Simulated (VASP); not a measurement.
A run of VASP 6.6.1:

Contents of INCAR:

```
SYSTEM = Gd
ALGO = Normal
EDIFF = 1E-6
ENCUT = 520
GGA = CA
ISIF = 2
ISMEAR = -1
ISPIN = 2
LASPH = .True.
LCHARG = .True.
LELF = .True.
LMAXMIX = 6
LORBIT = 11
LREAL = .False.
LVHAR = .True.
LWAVE = .False.
MAGMOM = 7 7
NBANDS = 29
NELM = 150
PREC = Accurate
SIGMA = 0.03
```

File KPOINTS:

```
k-points
0
Gamma
  12 12 6
  0 0 0
```

POSCAR

```
Gd
1.0
    3.7133611663      0.0000000000      0.0000000000
   -1.8566805832      3.2158651035      0.0000000000
    0.0000000000      0.0000000000      6.0174645942
Gd
2
Direct
    0.3333333333      0.6666666667      0.2500000000
    0.6666666667      0.3333333333      0.7500000000
```

Potentials or basis: VASP PAW PBE potentials, release 64 (Gd).

The run is started by

```sh
$ cat potpaw_PBE.64/Gd/POTCAR > POTCAR
$ mpirun -np 1 vasp_std > vasp.out
```

Hardware: 1 thread of AMD EPYC 7R43 64-Core Processor (Zen 3), with other jobs on the host.

How long does it take, and how much memory?

Wall time 19 min on 1 thread of AMD EPYC 7R43 64-Core Processor (Zen 3), on a shared host, peak memory 0.32 GiB. Counts: scf iterations 30, k points 76.
